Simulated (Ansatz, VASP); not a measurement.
Two plane-wave programs on Sn

Contents of INCAR:

```
ALGO     = Fast           # electronic algorithm
EDIFF    = 1E-7           # SCF threshold, eV
ENCUT    = 520            # plane-wave cutoff, eV
GGA      = RP             # functional
ISIF     = 2              # what is computed and relaxed
ISMEAR   = 0              # smearing method
LASPH    = True           # aspherical terms in the spheres
LCHARG   = True           # write CHGCAR
LELF     = True           # ELF
LREAL    = False          # projectors in reciprocal space
LVHAR    = True         
LWAVE    = False          # write WAVECAR
NBANDS   = 21             # bands
NELM     = 60             # most SCF steps
PREC     = Accurate       # precision mode
SIGMA    = 0.1            # smearing width, eV
```

File KPOINTS:

```
k-points
0
Gamma
  7 7 7
```

The input POSCAR:

```
Sn
1.0
    0.0000000000      3.2333428000      3.2333428000
    3.2333428000      0.0000000000      3.2333428000
    3.2333428000      3.2333428000      0.0000000000
Sn
2
Direct
    0.2500000000      0.2500000000      0.2500000000
    0.0000000000      0.0000000000      0.0000000000
```

The input input.yaml:

```yaml
crystal:
  lattice:
    - [0.0, 3.2333428, 3.2333428]
    - [3.2333428, 0.0, 3.2333428]
    - [3.2333428, 3.2333428, 0.0]
  atoms:
    - { symbol: Sn, position: [0.25, 0.25, 0.25] }
    - { symbol: Sn, position: [0.0, 0.0, 0.0] }
hamiltonian:
  xc: rpbe
  pseudopotentials: { kind: paw }
kpoints:
  mp_grid: { grid: [7, 7, 7] }
scf:
  occupations: { method: gaussian, width: 0.1 }
output:
  forces: true
  stress: true
  eigenvalues: true
```

Alike in both runs: task single point; functional RPBE; k mesh 7 × 7 × 7; occupations gaussian, width 0.1 eV; no spin polarisation.

|  | VASP | Ansatz |
| --- | --- | --- |
| version | VASP 6.6.1 | Ansatz 0.2.0 |
| potentials or method | VASP PAW PBE potentials, release 64 (Sn_d) | Ansatz PAW |
| plane-wave cutoff (eV) | 520 | 420 |
| valence electrons in the cell | 28 | 28 |

```csv
,VASP,Ansatz,Ansatz less VASP
gap on the k mesh at the Fermi level (eV),none,none,-
pressure (GPa),5.2,5.2,+0.04
```

VASP's potentials were made for PBE, not for RPBE. A gap of «none» marks a metal or a gap that the smearing closes.
